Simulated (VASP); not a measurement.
## AlN: single point with LDA

Crystal: AlN.

```
Al N
1.0
     3.03704    0.00000    0.00000
    -1.51852    2.63015    0.00000
     0.00000    0.00000    4.86103
Al N
2 2
Cartesian
  -0.0846 1.7534 0.0074
  1.6031 0.8767 2.4379
  0.0755 1.7534 1.8641
  1.4430 0.8767 4.2946
```

- Program: VASP 6.6.1
- Task: single point
- Functional: LDA
- Potentials or basis: VASP PAW LDA potentials, release 64 (Al, N)
- Cutoff: 520 eV
- k mesh: 9 × 9 × 6
- Occupations: gaussian, width 0.05 eV
- Spin: no spin polarisation

```yaml
Pressure: 12.3 GPa
Largest_force: 0.500 eV/Å
Band_gap_on_the_k_mesh: 4.79 eV, direct
```

Forces on the atoms (eV/Å):
```
Al   0.496  0.038  0.045
Al  -0.496 -0.038  0.045
N   -0.192  0.017 -0.045
N    0.192 -0.017 -0.045
```

Stress tensor (GPa, compression positive):
```
12.15 -0.10  0.00
-0.10 12.94  0.00
 0.00  0.00 11.86
```

Levels at points of the mesh, in eV from the valence-band top:
| k point | band 4 | band 5 | band 6 | band 7 | band 8 | band 9 | band 10 | band 11 | band 12 | band 13 |
| --- | --- | --- | --- | --- | --- | --- | --- | --- | --- | --- |
| (0.00, 0.00, 0.00) | -1.00 | -0.91 | -0.43 | -0.16 | 0.00 | 4.79 | 7.11 | 10.91 | 11.10 | 11.78 |
| (0.00, 0.00, 0.50) | -3.49 | -0.67 | -0.67 | -0.59 | -0.59 | 6.96 | 6.96 | 10.65 | 10.65 | 11.71 |

Wall time 27 s on 1 thread of Intel(R) Xeon(R) 6975P-C (Granite Rapids), on a shared host, peak memory 0.19 GiB.

A k mesh can miss the band edges. A hybrid or GW would open this gap; LDA tends to underestimate it.
